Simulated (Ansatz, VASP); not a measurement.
SrCd: VASP beside Ansatz

The input INCAR:

```
SYSTEM = SrCd
PREC     = Accurate       ! precision mode
ENCUT    = 520            ! plane-wave cutoff, eV
EDIFF    = 1E-8           ! SCF threshold, eV
ISMEAR   = -1             ! smearing method
SIGMA    = 0.08           ! smearing width, eV
LREAL    = .FALSE.        ! projectors in reciprocal space
LASPH    = .TRUE.         ! aspherical terms in the spheres
NELM     = 60             ! most SCF steps
ALGO     = Normal         ! electronic algorithm
ISIF     = 2              ! what is computed and relaxed
LWAVE    = .FALSE.        ! write WAVECAR
LCHARG   = .FALSE.        ! write CHGCAR
LEFG     = .TRUE.       
NBANDS   = 18             ! bands
```

Contents of KPOINTS:

```
regular mesh
0
G
  10 10 10
  0 0 0
```

File POSCAR:

```
SrCd
1.0
    4.0030000000     -0.0200150000     -0.0200150000
   -0.0200150000      4.0030000000     -0.0200150000
   -0.0200150000     -0.0200150000      4.0030000000
Sr Cd
1 1
Direct
    0.5000000000      0.5000000000      0.5000000000
    0.0000000000      0.0000000000      0.0000000000
```

Input for Ansatz:

```yaml
crystal:
  lattice:
    - [4.003, -0.020015, -0.020015]
    - [-0.020015, 4.003, -0.020015]
    - [-0.020015, -0.020015, 4.003]
  atoms:
    - { symbol: Sr, position: [0.5, 0.5, 0.5] }
    - { symbol: Cd, position: [0.0, 0.0, 0.0] }
kpoints:
  mp_grid: { grid: [10, 10, 10] }
scf:
  occupations: { method: fermi_dirac, width: 0.08 }
hamiltonian:
  xc: lda
  pseudopotentials: { kind: all_electron, datasets: crystal }
output:
  forces: true
  stress: true
  eigenvalues: true
  efg: { contact_densities: true }
```

Change from the starting cell: equal xy, yz and zx shear strains of -1 %, crystal datasets.

Alike in both runs: task electric field gradients; functional LDA; k mesh 10 × 10 × 10; occupations fermi-dirac, width 0.08 eV; no spin polarisation.

|  | VASP | Ansatz |
| --- | --- | --- |
| version | VASP 6.6.1 | Ansatz 0.2.0 |
| potentials or method | VASP PAW LDA potentials, release 64 (Sr_sv, Cd), cutoff 520 eV | all-electron PAW with datasets made for the crystal, scalar-relativistic |

```tsv
	VASP	Ansatz	Ansatz less VASP
pressure (GPa)	-1.9	-2.0	-0.10
traceless stress, the component that is largest in VASP (GPa)	0.21	0.20	-0.004
size of Vzz on the site where it differs most (V/Å²)	3.6	5.1	+1.53
```

LDA's correlation is that of Perdew and Zunger in VASP and of Perdew and Wang (1992) in Ansatz. Ansatz ran all-electron here, and VASP with PAW potentials.
